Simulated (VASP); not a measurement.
Input of a VASP 6.6.1 run:

Contents of POSCAR:

```
Si7Ge
1.0
    5.6866871690      0.0000000000      0.0000000000
    0.0000000000      5.6866871690      0.0000000000
    0.0000000000      0.0000000000      5.3082774579
Si Ge
7 1
Direct
    0.2524547655      0.2524547655      0.2526887459
    0.0000000000      0.5000000000      0.5000000000
    0.5000000000      0.5000000000      0.0000000000
    0.5000000000      0.0000000000      0.5000000000
    0.7475452345      0.2524547655      0.7473112541
    0.7475452345      0.7475452345      0.2526887459
    0.2524547655      0.7475452345      0.7473112541
    0.0000000000      0.0000000000      0.0000000000
```

Contents of INCAR.step1:

```
PREC = Accurate ; ENCUT = 520
ISMEAR = 0 ; SIGMA = 0.02
LREAL = F ; LASPH = T
NELM = 80 ; NBANDS = 31
GGA = PE ; ALGO = Normal
EDIFF = 1E-4 ; LWAVE = T
LCHARG = F
```

INCAR.step2

```
PREC = Accurate ; ENCUT = 520
EDIFF = 1E-6 ; ISMEAR = 0
SIGMA = 0.02 ; LREAL = F
LASPH = T ; NELM = 80
ALGO = Normal ; ISIF = 2
LWAVE = F ; LCHARG = F
METAGGA = R2SCAN ; LMIXTAU = T
NBANDS = 31 ; ISTART = 1
```

File KPOINTS:

```
regular mesh
0
Gamma
  8 8 8
```

Potentials or basis: VASP PAW PBE potentials, release 64 (Si, Ge_d).

Command:

```sh
$ cat potpaw_PBE.64/Si/POTCAR potpaw_PBE.64/Ge_d/POTCAR > POTCAR
$ cp INCAR.step1 INCAR
$ mpirun -np 1 vasp_std > vasp.out
$ cp INCAR.step2 INCAR
$ mpirun -np 1 vasp_std > vasp.out
```

Predict the band gap on the k mesh.

0.14 eV (least direct gap 0.24 eV).

What does it give for the pressure?

-4.4 GPa.

Estimate the largest force.

0.014 eV/Å.

Stress tensor (GPa, compression positive):
```
-6.48  0.00  0.00
 0.00 -6.48  0.00
 0.00  0.00 -0.15
```

Caveat: the stress differs along the axes, from -6 to -0 GPa; the PAW data sets were made with another functional, which shifts forces and pressure a little. A k mesh can miss the band edges.
